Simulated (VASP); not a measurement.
A run of VASP 6.6.1:

Contents of INCAR:

```
SYSTEM = Ir
ALGO     = Normal         ! electronic algorithm
EDIFF    = 1E-6           ! SCF threshold, eV
ENCUT    = 520            ! plane-wave cutoff, eV
GGA      = PS             ! functional
ISIF     = 2              ! what is computed and relaxed
ISMEAR   = 0              ! smearing method
LASPH    = .True.         ! aspherical terms in the spheres
LCHARG   = .False.        ! write CHGCAR
LREAL    = .False.        ! projectors in reciprocal space
LWAVE    = .False.        ! write WAVECAR
NBANDS   = 16             ! bands
NELM     = 100            ! most SCF steps
PREC     = Accurate       ! precision mode
SIGMA    = 0.15           ! smearing width, eV
```

Contents of KPOINTS:

```
k-points
0
Gamma
  18 18 12
  0 0 0
```

The input POSCAR:

```
Ir
1.0
    2.7513778946      0.0000000000      0.0000000000
   -1.3756889473      2.3827631521      0.0000000000
    0.0000000000      0.0000000000      4.5961587000
Ir
2
Direct
    0.6666666667      0.3333333333      0.7500000000
    0.3333333333      0.6666666667      0.2500000000
```

Potentials or basis: VASP PAW PBE potentials, release 64 (Ir).

Run with:

```console
$ cat potpaw_PBE.64/Ir/POTCAR > POTCAR
$ mpirun -np 1 vasp_std > vasp.out
```

Hardware: 1 thread of AMD EPYC 7R43 64-Core Processor (Zen 3) (shared host).

Task: Estimate the wall time of this run.

Result: It took 73 s on 1 thread of AMD EPYC 7R43 64-Core Processor (Zen 3), with other jobs on the host, peak memory 0.19 GiB. Counts: scf iterations 11, k points 259.
